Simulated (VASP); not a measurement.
# P (Cmme) in VASP: further runs

P is run at these levels: PBE; tasks: single point, relaxation of cell and atoms.

Program: VASP 6.6.1. These are calculated values, not measurements. Logs are shortened: lines on timing, memory, paths and dates and some standing lists are left out, and cuts for length are marked.

## (1) The cell of the first run

The structure is orthorhombic, space group Cmme (No. 67). Conventional cell: a = 4.374 Å, b = 4.377 Å, c = 4.830 Å, α = 90.00°, β = 90.00°, γ = 90.00°. P (site symmetry mm2) has 16 P at 2.27 to 3.15 Å within 3.2 Å. P (site symmetry 2/m) has 6 P at 2.19 to 2.27 Å within 2.9 Å.

The cell was generated, and may not be a known phase.

## (2) Single point, PBE

The input, INCAR:

```
  PREC = Accurate
  ENCUT = 520
  EDIFF = 1E-7
  ISMEAR = 0
  SIGMA = 0.1
  LREAL = False
  LASPH = True
  NELM = 100
  ALGO = Normal
  ISIF = 2
  LWAVE = False
  LCHARG = False
  GGA = PE
  NBANDS = 18
```

The input, KPOINTS:

```
regular mesh
0
Gamma
  6 6 4
```

The input, POSCAR:

```
P
1.0
    2.1868573400     -2.1882578900      0.0000000000
    2.1868573400      2.1882578900      0.0000000000
    0.0000000000      0.0000000000      4.8296400900
P
4
Direct
    0.2500000000      0.7500000000      0.4123970000
    0.7500000000      0.2500000000      0.5876030000
    0.0000000000      0.5000000000      0.0000000000
    0.5000000000      0.0000000000      0.0000000000
```

Potentials or basis: VASP PAW PBE potentials, release 64 (P).

Launch:

```
> cat potpaw_PBE.64/P/POTCAR > POTCAR
> mpirun -np 1 vasp_std > vasp.out
```

OUTCAR:

```text
PREC = Accurate
   ENCUT = 520
   EDIFF = 1E-7
   ISMEAR = 0
   LREAL = False
   LASPH = True
   NELM = 100
   ISIF = 2
   GGA = PE

 ion  position               nearest neighbor table
   1  0.250  0.750  0.412-   3 2.27   4 2.27   2 2.34   2 2.34   2 2.35   2 2.35
   2  0.750  0.250  0.588-   3 2.27   4 2.27   1 2.34   1 2.34   1 2.35   1 2.35
   3  0.000  0.500  0.000-   4 2.19   4 2.19   4 2.19   4 2.19   1 2.27   2 2.27
   4  0.500  0.000  0.000-   3 2.19   3 2.19   3 2.19   3 2.19   1 2.27   2 2.27

  LATTYP: Found a base centered orthorhombic cell.
 ALAT       =     4.3737146800
 B/A-ratio  =     1.0006404396
 C/A-ratio  =     1.1042421473

  Lattice vectors:

 A1 = (   2.1868573400,  -2.1882578900,   0.0000000000)
 A2 = (   2.1868573400,   2.1882578900,   0.0000000000)
 A3 = (   0.0000000000,   0.0000000000,   4.8296400900)

Analysis of symmetry for initial positions (statically):
=====================================================================
 Subroutine PRICEL returns:
 Original cell was already a primitive cell.

 Routine SETGRP: Setting up the symmetry group for a
 base centered orthorhombic supercell.

 Subroutine GETGRP returns: Found  8 space group operations
 (whereof  4 operations were pure point group operations)
 out of a pool of  8 trial point group operations.

The static configuration has the point symmetry C_2h.
 The point group associated with its full space group is D_2h.

Analysis of symmetry for dynamics (positions and initial velocities):
=====================================================================
 Subroutine PRICEL returns:
 Original cell was already a primitive cell.

 Routine SETGRP: Setting up the symmetry group for a
 base centered orthorhombic supercell.

 Subroutine GETGRP returns: Found  8 space group operations
 (whereof  4 operations were pure point group operations)
 out of a pool of  8 trial point group operations.

The dynamic configuration has the point symmetry C_2h.
 The point group associated with its full space group is D_2h.

 Subroutine INISYM returns: Found  8 space group operations
 (whereof  4 operations are pure point group operations),
 and found     1 'primitive' translations

----------------------------------------------------------------------------------------

                                     Primitive cell

  volume of cell :      46.2236

  direct lattice vectors                    reciprocal lattice vectors
     2.186857340 -2.188257890  0.000000000     0.228638600 -0.228492264  0.000000000
     2.186857340  2.188257890  0.000000000     0.228638600  0.228492264  0.000000000
     0.000000000  0.000000000  4.829640090     0.000000000  0.000000000  0.207054766

  length of vectors
     3.093673806  3.093673806  4.829640090     0.323240350  0.323240350  0.207054766

  position of ions in fractional coordinates (direct lattice)
     0.250000000  0.750000000  0.412397000
     0.750000000  0.250000000  0.587603000
     0.000000000  0.500000000  0.000000000
     0.500000000  0.000000000  0.000000000

  ion indices of the primitive-cell ions
   primitive index   ion index
                 1           1
                 2           2
                 3           3
                 4           4

----------------------------------------------------------------------------------------

 KPOINTS: regular mesh

Automatic generation of k-mesh.
 Grid dimensions read from file:
 generate k-points for:    6    6    4

 Generating k-lattice:

  Cartesian coordinates                     Fractional coordinates (reciprocal lattice)
     0.038106433 -0.038082044  0.000000000     0.166666667  0.000000000  0.000000000
     0.038106433  0.038082044  0.000000000     0.000000000  0.166666667  0.000000000
     0.000000000  0.000000000  0.051763692     0.000000000  0.000000000  0.250000000

  Length of vectors
     0.053873392  0.053873392  0.051763692

  Shift w.r.t. Gamma in fractional coordinates (k-lattice)
     0.000000000  0.000000000  0.000000000

 Subroutine IBZKPT returns following result:
 ===========================================

 Found     39 irreducible k-points:

 Following reciprocal coordinates:
            Coordinates               Weight
  0.000000  0.000000  0.000000      1.000000
  0.166667  0.000000  0.000000      4.000000
  0.333333 -0.000000  0.000000      4.000000
  0.500000 -0.000000  0.000000      2.000000
  0.166667  0.166667  0.000000      2.000000
  0.333333  0.166667  0.000000      4.000000
[... 16 lines left out ...]
  0.333333  0.333333  0.250000      4.000000
  0.500000  0.333333  0.250000      8.000000
 [... further k-points ...]
   k-points           NKPTS =     39   k-points in BZ     NKDIM =     39   number of bands    NBANDS=     18
   number of dos      NEDOS =    301   number of ions     NIONS =      4
   total plane-waves  NPLWV =  20736
   dimension x,y,z NGX =    24 NGY =   24 NGZ =   36
   dimension x,y,z NGXF=    48 NGYF=   48 NGZF=   72
   ions per type =               4
   NGX,Y,Z   is equivalent  to a cutoff of  12.90, 12.90, 12.39 a.u.
   NGXF,Y,Z  is equivalent  to a cutoff of  25.79, 25.79, 24.78 a.u.
 SYSTEM =  unknown system
   PREC   = accura    normal or accurate (medium, high low for compatibility)
   ISTART =      0    job   : 0-new  1-cont  2-samecut
   ICHARG =      2    charge: 1-file 2-atom 10-const
   ISPIN  =      1    spin polarized calculation?
   LNONCOLLINEAR =      F non collinear calculations
   LSORBIT =      F    spin-orbit coupling
   LASPH  =      T    aspherical Exc in radial PAW
   ENCUT  =  520.0 eV  38.22 Ry    6.18 a.u.   5.75  5.75  8.98*2*pi/ulx,y,z
   NELM   =    100;   NELMIN=  2; NELMDL= -5     # of ELM steps
   EDIFF  = 0.1E-06   stopping-criterion for ELM
   LREAL  =      F    real-space projection
   EDIFFG = 0.1E-05   stopping-criterion for IOM
   NSW    =      0    number of steps for IOM
   IBRION =     -1    ionic relax: 0-MD 1-quasi-New 2-CG
   NFREE  =      0    steps in history (QN), initial steepest desc. (CG)
   ISIF   =      2    stress and relaxation
   ISYM   =      2    0-nonsym 1-usesym 2-fastsym
   POTIM  = 0.5000    time-step for ionic-motion
   TEBEG  =    0.0;   TEEND  =   0.0 temperature during run
   PSTRESS=    0.0 pullay stress
   NELECT =      20.0000    total number of electrons
   NUPDOWN=      -1.0000    fix difference up-down
   EMIN   =  10.00;   EMAX   =-10.00  energy-range for DOS
   EFERMI =   0.00;   METHOD = LEGACY
   ISMEAR =     0;   SIGMA  =   0.10  broadening in eV -4-tet -1-fermi 0-gaus
   EFERMI_NEDOS =   21; number of points for ismear=-14 and -15
   IALGO  =     38    algorithm
   IMIX   =      4    mixing-type and parameters
     AMIX     =   0.40;   BMIX     =  1.00
     AMIX_MAG =   1.60;   BMIX_MAG =  1.00
  volume/ion in A,a.u.               =      11.56        77.98
  Fermi-wavevector in a.u.,A,eV,Ry     =   1.238217  2.339892 20.860214  1.533182
  Thomas-Fermi vector in A             =   2.372752
   LORBIT       =      0    0 simple, 1 ext, 2 COOP (PROOUT), +10 PAW based schemes
   GGA     = PE    functional components
   LHFCALC =     F    Hartree Fock is set to
   AEXX    =    0.0000 exact exchange contribution
   IVDW    =     0    specifies the selected vdW correction
   LEPSILON=     F    determine dielectric tensor
   LRPA    =     F    only Hartree local field effects (RPA)
 non-spin polarized calculation
 Gauss-broadening in eV      SIGMA  =   0.10
  energy-cutoff  :      520.00
  volume of cell :       46.22
 maximum number of plane-waves:      1272
   NGX = 11   NGY = 11   NGZ = 17

 number of electron      20.0000002 magnetization

 Free energy of the ion-electron system (eV)
  ---------------------------------------------------
  ext. energy  EPLUGINS =         0.00000000
  ---------------------------------------------------
  free energy    TOTEN  =       -18.25622845 eV

  energy without entropy =      -18.25119174  energy(sigma->0) =      -18.25371009

 E-fermi :  13.5148     XC(G=0): -12.3622

 val. band max:       13.4516469618   @ k =   0.0000   0.0000   0.2500
 cond. band min:      13.5903401868   @ k =   0.1667   0.0000   0.2500
 fundamental gap:      0.1386932250
 Fermi energy:        13.5148172804

 k-point     1 :       0.0000    0.0000    0.0000
  band No.  band energies     occupation
      1      -6.0820      2.00000
      2      -0.9786      2.00000
      3       1.1467      2.00000
      4       7.4442      2.00000
      5       7.6218      2.00000
      6       8.0590      2.00000
[... 10 lines left out ...]
     17      20.4844      0.00000
     18      20.8521      0.00000

 k-point     2 :       0.1667    0.0000    0.0000
  band No.  band energies     occupation
      1      -5.6773      2.00000
      2      -0.5755      2.00000
      3       1.3000      2.00000
      4       4.3999      2.00000
      5       8.1187      2.00000
      6       8.4256      2.00000
[... 10 lines left out ...]
     17      19.1099      0.00000
     18      20.5889      0.00000

 k-point     3 :       0.3333   -0.0000    0.0000
  band No.  band energies     occupation
      1      -4.4732      2.00000
      2       0.0140      2.00000
      3       0.6254      2.00000
      4       3.4050      2.00000
      5       5.3206      2.00000
      6       7.5682      2.00000
[... 10 lines left out ...]
     17      19.8970      0.00000
     18      20.0526      0.00000

 k-point     4 :       0.5000   -0.0000    0.0000
  band No.  band energies     occupation
      1      -2.5109      2.00000
      2      -2.5109      2.00000
      3       2.5897      2.00000
      4       2.5897      2.00000
      5       5.0942      2.00000
      6       5.0942      2.00000
[... 10 lines left out ...]
     17      19.8402      0.00000
     18      19.8402      0.00000

 k-point     5 :       0.1667    0.1667    0.0000
  band No.  band energies     occupation
      1      -5.2676      2.00000
      2      -0.1742      2.00000
      3       1.4025      2.00000
      4       4.4731      2.00000
      5       5.3817      2.00000
      6       8.5538      2.00000
[... 10 lines left out ...]
     17      20.1129      0.00000
     18      21.3273      0.00000

 k-point     6 :       0.3333    0.1667    0.0000
  band No.  band energies     occupation
      1      -4.0596      2.00000
      2       0.2622      2.00000
      3       1.0204      2.00000
      4       3.7748      2.00000
      5       5.6860      2.00000
      6       6.0777      2.00000
[... 10 lines left out ...]
     17      20.8510      0.00000
     18      21.1281      0.00000

 k-point     7 :       0.5000    0.1667    0.0000
  band No.  band energies     occupation
      1      -2.1590      2.00000
      2      -2.0921      2.00000
      3       2.9612      2.00000
      4       2.9819      2.00000
      5       5.0944      2.00000
      6       5.3974      2.00000
[... 10 lines left out ...]
     17      21.2914      0.00000
     18      21.8907      0.00000

 k-point     8 :      -0.3333    0.1667    0.0000
  band No.  band energies     occupation
      1      -4.0908      2.00000
      2       0.4395      2.00000
      3       1.0238      2.00000
      4       3.4153      2.00000
      5       5.6713      2.00000
      6       6.1785      2.00000
[... 10 lines left out ...]
     17      20.8156      0.00000
     18      21.3769      0.00000
[... 229 lines left out ...]
     17      20.9681      0.00000
     18      21.2761      0.00000

 k-point    20 :       0.5000    0.1667    0.2500
  band No.  band energies     occupation
      1      -1.8894      2.00000
      2      -1.8240      2.00000
      3       1.5457      2.00000
      4       1.6142      2.00000
      5       6.7377      2.00000
      6       7.0747      2.00000
[... 10 lines left out ...]
     17      20.6151      0.00000
     18      20.8192      0.00000

 k-point    21 :      -0.3333    0.1667    0.2500
  band No.  band energies     occupation
      1      -3.7850      2.00000
      2      -0.7374      2.00000
      3       1.2036      2.00000
      4       4.1592      2.00000
      5       5.0772      2.00000
      6       6.8410      2.00000
[... 10 lines left out ...]
     17      21.0024      0.00000
     18      21.2816      0.00000

 k-point    22 :      -0.1667    0.1667    0.2500
  band No.  band energies     occupation
      1      -4.9691      2.00000
      2      -1.7820      2.00000
      3       3.3940      2.00000
      4       4.5687      2.00000
      5       6.0267      2.00000
      6       7.3297      2.00000
[... 10 lines left out ...]
     17      21.6767      0.00000
     18      21.7178      0.00000

 k-point    23 :       0.3333    0.3333    0.2500
  band No.  band energies     occupation
      1      -2.5578      2.00000
      2       0.1305      2.00000
      3       1.7269      2.00000
      4       3.4178      2.00000
      5       4.3710      2.00000
      6       6.3631      2.00000
[... 10 lines left out ...]
     17      22.8873      0.00000
     18      23.4833      0.00000

 k-point    24 :       0.5000    0.3333    0.2500
  band No.  band energies     occupation
      1      -0.8482      2.00000
      2      -0.6442      2.00000
      3       2.4446      2.00000
      4       2.7518      2.00000
      5       4.4020      2.00000
      6       4.5409      2.00000
[... 10 lines left out ...]
     17      23.1613      0.00000
     18      23.7190      0.00000

 [... further k-points ...]
[... 5 lines left out ...]
  --------------------------------------------------------------------------------------
  -------------------------------------------------------------------------------------
  Total       15.3617818     12.0020883     10.9785915      0.0000000     -0.0000000      0.0000000
  in kB      532.4617999    416.0099140    380.5340190      0.0000000     -0.0000000      0.0000000
  external PRESSURE =     443.0019110 kB  Pullay stress =       0.0000000 kB

 VOLUME and BASIS-vectors are now :
 -----------------------------------------------------------------------------
  energy-cutoff  :      520.00
  volume of cell :       46.22
      direct lattice vectors                 reciprocal lattice vectors
     2.186857340 -2.188257890  0.000000000     0.228638600 -0.228492264  0.000000000
     2.186857340  2.188257890  0.000000000     0.228638600  0.228492264  0.000000000
     0.000000000  0.000000000  4.829640090     0.000000000  0.000000000  0.207054766

 POSITION                                       TOTAL-FORCE (eV/Angst)
 -----------------------------------------------------------------------------------
      2.18686      1.09413      1.99173        -0.000000      0.000000      1.178980
      2.18686     -1.09413      2.83791         0.000000      0.000000     -1.178980
      1.09343      1.09413      0.00000         0.000000      0.000000      0.000000
      1.09343     -1.09413      0.00000         0.000000      0.000000      0.000000
 -----------------------------------------------------------------------------------
    total drift:                               -0.000000     -0.000000      0.000000

  FREE ENERGIE OF THE ION-ELECTRON SYSTEM (eV)
  ---------------------------------------------------
  free  energy   TOTEN  =       -18.2562284451 eV

  energy  without entropy=      -18.2511917397  energy(sigma->0) =      -18.25371009
```

It took 48 s on 1 thread of AMD EPYC 7R13 (Zen 3), shared host; peak memory 0.12 GiB.

Results:

```
Free energy            : -18.2562 eV
Pressure               : 44.3 GPa
Largest force          : 1.179 eV/Å
Band gap on the k mesh : zero (bands 10 and 11 overlap by 4.73 eV)
```

Forces on the atoms (eV/Å):
```
P    0.000  0.000  1.179
P    0.000  0.000 -1.179
P    0.000  0.000  0.000
P    0.000  0.000  0.000
```

Levels at points of the mesh, in eV from the Fermi level:
```csv
k point,band 8,band 9,band 10,band 11,band 12,band 13
"(0.00, 0.00, 0.00)",-0.62,-0.59,-0.55,-0.38,1.03,2.55
"(0.50, 0.00, 0.00)",-2.37,-1.71,-1.71,3.12,3.12,3.88
"(0.50, 0.50, 0.00)",-6.93,-5.99,-5.04,-3.90,-2.12,8.43
"(0.00, 0.00, 0.50)",-4.24,-3.66,-1.60,-0.86,0.92,4.32
"(0.50, 0.00, 0.50)",-2.02,-1.81,-1.81,-0.40,-0.40,1.52
"(0.50, 0.50, 0.50)",-8.78,-1.73,-0.31,-0.09,2.23,2.61
```

Caveat: the stress differs along the axes, from 38 to 53 GPa; forces of over 1 eV/Å act on the atoms, so gaps and moduli don't describe the material at rest.

## (3) Single point, PBE

This run uses another cell than the first one, of 15.29 Å³/atom.

The input, INCAR:

```
SYSTEM = P
  ALGO = Normal
  EDIFF = 1E-6
  ENCUT = 520
  GGA = PE
  ISIF = 2
  ISMEAR = 0
  LASPH = .TRUE.
  LCHARG = .FALSE.
  LREAL = .FALSE.
  LWAVE = .FALSE.
  NBANDS = 18
  NELM = 80
  PREC = Accurate
  SIGMA = 0.1
```

The input, KPOINTS:

```
k-points
0
G
  6 6 4
  0 0 0
```

The input, POSCAR:

```
P
1.0
    2.4198756682     -2.4250879722      0.0000000000
    2.4198756682      2.4250879722      0.0000000000
    0.0000000000      0.0000000000      5.2103027782
P
4
Direct
    0.2500000000      0.7500000000      0.4282305645
    0.7500000000      0.2500000000      0.5717694355
    0.0000000000      0.5000000000      0.0000000000
    0.5000000000      0.0000000000      0.0000000000
```

Potentials or basis: VASP PAW PBE potentials, release 64 (P).

Launch:

```
> cat potpaw_PBE.64/P/POTCAR > POTCAR
> mpirun -np 1 vasp_std > vasp.out
```

It took 39 s on 1 thread of AMD EPYC 7R13 (Zen 3), shared host; peak memory 0.14 GiB.

Results (log left out):

| Property | Result |
| --- | --- |
| Free energy | -20.0275 eV |
| Pressure | -0.1 GPa |
| Largest force | 0.006 eV/Å |
| Band gap on the k mesh | zero (bands 10 and 11 overlap by 3.04 eV) |

Forces in eV/Å, atoms in the order of the input:
```
P    0.000  0.000 -0.006
P    0.000  0.000  0.006
P    0.000  0.000  0.000
P    0.000  0.000  0.000
```

Levels at points of the mesh, in eV from the Fermi level:
| k point | band 6 | band 7 | band 8 | band 9 | band 10 | band 11 | band 12 | band 13 | band 14 | band 15 |
| --- | --- | --- | --- | --- | --- | --- | --- | --- | --- | --- |
| (0.00, 0.00, 0.00) | -4.18 | -3.32 | -2.42 | -1.86 | -0.12 | -0.11 | 2.58 | 3.29 | 3.48 | 3.62 |
| (0.50, 0.00, 0.00) | -6.13 | -1.67 | -1.67 | -1.44 | -1.44 | 1.91 | 1.91 | 2.35 | 2.35 | 3.67 |
| (0.50, 0.50, 0.00) | -6.64 | -5.79 | -5.36 | -4.54 | -3.29 | -2.55 | 0.01 | 6.05 | 7.18 | 9.09 |
| (0.00, 0.00, 0.50) | -4.10 | -4.00 | -3.81 | -3.14 | -1.92 | 1.08 | 2.32 | 3.32 | 4.46 | 4.96 |
| (0.50, 0.00, 0.50) | -2.88 | -1.62 | -1.62 | -1.10 | -1.10 | -0.35 | -0.35 | 0.75 | 0.75 | 2.35 |
| (0.50, 0.50, 0.50) | -7.74 | -7.39 | -6.75 | -1.23 | -0.16 | 0.28 | 1.86 | 2.85 | 3.44 | 4.54 |

[end of part 1 of 2]

The gap in the log of VASP goes by the Fermi energy; the results here count the filled bands.